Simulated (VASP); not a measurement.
Here is a VASP 6.6.1 calculation.

The input INCAR:

```
PREC = Accurate
ENCUT = 520
EDIFF = 1E-7
ISMEAR = -1
SIGMA = 0.1
LREAL = False
LASPH = True
NELM = 150
ALGO = Normal
ISIF = 2
LWAVE = False
LCHARG = False
ISPIN = 2
MAGMOM = 0.72 0.72
LORBIT = 11
LMAXMIX = 4
GGA = PS
NBANDS = 21
```

KPOINTS

```
Automatic mesh
0
Gamma
  7 14 14
```

File POSCAR:

```
Ni
1.0
    0.0000000000      3.5359000000      3.5359000000
    1.7679500000      0.0000000000      1.7679500000
    1.7679500000      1.7679500000      0.0000000000
Ni
2
Direct
    0.0000000000      0.0000000000      0.0000000000
    0.5000000000      0.0000000000      0.0000000000
```

Potentials or basis: VASP PAW PBE potentials, release 64 (Ni).

Run with:

```sh
$ cat potpaw_PBE.64/Ni/POTCAR > POTCAR
$ mpirun -np 1 vasp_std > vasp.out
```

Estimate the net moment.

1.20 μB per cell.

What does it give for the site moments?

Ni +0.61 μB.

Estimate the pressure.

-11.9 GPa.

Caveat: the PAW data sets were made with another functional, which shifts forces and pressure a little.
